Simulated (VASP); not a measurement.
The system is Ge2F.

```
CELL_PARAMETERS angstrom
3.53740 0.00000 0.00000
-1.76870 3.06347 0.00000
0.00000 0.00000 3.92043
ATOMIC_POSITIONS crystal
Ge 0.33333 0.66667 0.50000
Ge 0.66667 0.33333 0.50000
F 0.00000 0.00000 0.00000
```

| Quantity | Value |
| --- | --- |
| Program | VASP 6.6.1 |
| Task | relaxation of cell and atoms |
| Functional | PBE |
| Potentials or basis | VASP PAW PBE potentials, release 64 (Ge_d, F) |
| Cutoff | 600 eV |
| k mesh | 6 × 6 × 4 |
| Occupations | gaussian, width 0.1 eV |
| Spin | no spin polarisation |

At the start: pressure 57.2 GPa; volume 14.16 Å³/atom.

Q: Where does the relaxation end?

A: Over 11 steps the energy falls by 1072.2 meV/atom and the volume is 16.22 Å³/atom (+14.5 %); space group P6/mmm (No. 191, to 0.05 Å).

Step by step:
```tsv
step	energy change (eV)	largest force (eV/Å)	pressure (GPa)	volume (Å³)
1	0.0000	0.0000	57.21	42.48
2	-1.6093	0.0000	-13.67	80.01
3	-2.9165	0.0000	-2.21	59.90
4	-2.9167	0.0000	-1.74	59.52
5	-2.9976	0.0000	-1.67	57.88
6	-3.1140	0.0000	-1.18	54.50
7	-3.2080	0.0000	2.21	47.35
8	-3.2035	0.0000	0.91	49.05
9	-3.2111	0.0000	1.65	48.00
10	-3.2007	0.0000	-2.47	49.82
11	-3.2166	0.0000	0.01	48.65
```

Final structure:
```
CELL_PARAMETERS angstrom
4.29231 0.00000 0.00000
-2.14616 3.71725 0.00000
0.00000 0.00000 3.04906
ATOMIC_POSITIONS crystal
Ge 0.33333 0.66667 0.50000
Ge 0.66667 0.33333 0.50000
F 0.00000 0.00000 0.00000
```

Caveat: the k points lie up to 0.52 Å⁻¹ apart in the final cell; an odd number of electrons without spin polarisation forces a metal; a magnetic or distorted state may lie lower.
